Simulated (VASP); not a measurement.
# Cl: single point with PBEsol

The system is Cl.

```
Cl
1.0
     3.48610    0.00000    0.00000
    -1.74305    3.01905    0.00000
     0.00000    0.00000    3.90830
Cl
2
Cartesian
  0.0000 2.0127 0.9771
  1.7431 1.0064 2.9312
```

```json
{"Program": "VASP 6.6.1", "Task": "single point", "Functional": "PBEsol", "Potentials or basis": "VASP PAW PBE potentials, release 64 (Cl)", "Cutoff": "520 eV", "k mesh": "15 × 15 × 8", "Occupations": "fermi-dirac, width 0.08 eV", "Spin": "no spin polarisation"}
```

The pressure is 0.0 GPa. The band gap on the k mesh is zero (bands 7 and 8 overlap by 2.09 eV).

Levels at points of the mesh, in eV from the Fermi level:
| k point | band 5 | band 6 | band 7 | band 8 | band 9 | band 10 |
| --- | --- | --- | --- | --- | --- | --- |
| (0.00, 0.00, 0.00) | -2.18 | -0.17 | -0.17 | 1.06 | 7.04 | 8.59 |
| (0.00, 0.00, 0.50) | -1.18 | -1.18 | -1.18 | -1.18 | 10.19 | 10.19 |

Wall time 57 s on 1 thread of Intel(R) Xeon(R) Platinum 8175M CPU @ 2.50GHz (Skylake/Cascade Lake) (shared host), peak memory 0.19 GiB.

Caveat: the PAW data sets were made with another functional, which shifts forces and pressure a little.
